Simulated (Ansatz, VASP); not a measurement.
**MoS2: VASP beside Ansatz**

Contents of INCAR:

```
ALGO     = Normal         # electronic algorithm
EDIFF    = 1E-6           # SCF threshold, eV
ENCUT    = 520            # plane-wave cutoff, eV
GGA      = PE             # functional
ISIF     = 2              # what is computed and relaxed
ISMEAR   = -1             # smearing method
LASPH    = True           # aspherical terms in the spheres
LCHARG   = False          # write CHGCAR
LREAL    = False          # projectors in reciprocal space
LWAVE    = False          # write WAVECAR
NBANDS   = 20             # bands
NELM     = 60             # most SCF steps
PREC     = Accurate       # precision mode
SIGMA    = 0.03           # smearing width, eV
```

File KPOINTS:

```
k-points
0
Gamma
  6 6 6
```

The input POSCAR:

```
MoS2
1.0
    1.5800000000      0.9122134253      6.1500000000
   -1.5800000000      0.9122134253      6.1500000000
    0.0000000000     -1.8244268506      6.1500000000
Mo S
1 2
Direct
    0.0000000000      0.0000000000      0.0000000000
    0.4170000000      0.4170000000      0.4170000000
    0.2500000000      0.2500000000      0.2500000000
```

File input.yaml:

```yaml
crystal:
  lattice:
    - [1.58, 0.9122134253, 6.15]
    - [-1.58, 0.9122134253, 6.15]
    - [0.0, -1.8244268506, 6.15]
  atoms:
    - { symbol: Mo, position: [0.0, 0.0, 0.0] }
    - { symbol: S, position: [0.417, 0.417, 0.417] }
    - { symbol: S, position: [0.25, 0.25, 0.25] }
kpoints:
  mp_grid: { grid: [6, 6, 6] }
scf:
  occupations: { method: fermi_dirac, width: 0.03 }
hamiltonian:
  xc: pbe
  pseudopotentials: { kind: all_electron, lapw: { basis_error: 0.002 } }
output:
  forces: true
  stress: true
  eigenvalues: true
```

Alike in both runs: task single point; functional PBE; k mesh 6 × 6 × 6; occupations fermi-dirac, width 0.03 eV; no spin polarisation.

|  | VASP | Ansatz |
| --- | --- | --- |
| version | VASP 6.6.1 | Ansatz 0.2.0 |
| potentials or method | VASP PAW PBE potentials, release 64 (Mo_sv, S), cutoff 520 eV | all-electron LAPW, scalar-relativistic |

Ansatz gave:

```
gap on the k mesh at the Fermi level (eV)                     : 0.93
least direct gap on the mesh (eV)                             : 1.71
pressure (GPa)                                                : 5.4
traceless stress, the component that is largest in VASP (GPa) : 1.63
rms of the force components (eV/Å)                            : 0.231
```

Q: Which values does VASP return?

A: gap on the k mesh at the Fermi level (eV): 0.94; least direct gap on the mesh (eV): 1.71; pressure (GPa): 5.2; traceless stress, the component that is largest in VASP (GPa): 1.59; rms of the force components (eV/Å): 0.224.

Atom by atom the forces differ by 0.008 eV/Å (rms over components). Ansatz ran all-electron here, and VASP with PAW potentials.
